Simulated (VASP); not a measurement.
BN, 2 atoms in the cell. The structure is trigonal, space group R3m (No. 160). The conventional cell has a = 2.477 Å, b = 2.477 Å, c = 10.623 Å, α = 90.00°, β = 90.00°, γ = 120.00°. Within 1.9 Å of B (site symmetry 3m) lie 3 N at 1.44 Å. N (site symmetry 3m) has 3 B at 1.44 Å within 1.9 Å.  This cell differs from its parent crystal: functional r2SCAN, strained.

* Program: VASP 6.6.1
* Task: single point
* Functional: r2SCAN
* Potentials or basis: VASP PAW PBE potentials, release 64 (B, N)
* Cutoff: 660 eV
* k mesh: 12 × 12 × 12
* Occupations: gaussian, width 0.02 eV
* Spin: no spin polarisation
* Dipole correction: no
* Further INCAR settings: ALGO = Normal; EDIFF = 1e-06; NBANDS = 11

Potentials or basis: VASP PAW PBE potentials, release 64 (B, N).

Run with:

```bash
$ cat potpaw_PBE.64/B/POTCAR potpaw_PBE.64/N/POTCAR > POTCAR
$ cp INCAR.step1 INCAR
$ mpirun -np 1 vasp_std > vasp.out
$ cp INCAR.step2 INCAR
$ mpirun -np 1 vasp_std > vasp.out
```

Hardware: 1 thread of Intel Xeon 8259CL, on a shared host.

Question: Estimate the wall time of this run.

Answer: It took 5.1 min on 1 thread of Intel Xeon 8259CL, on a shared host, peak memory 0.21 GiB. Counts: k points 189.
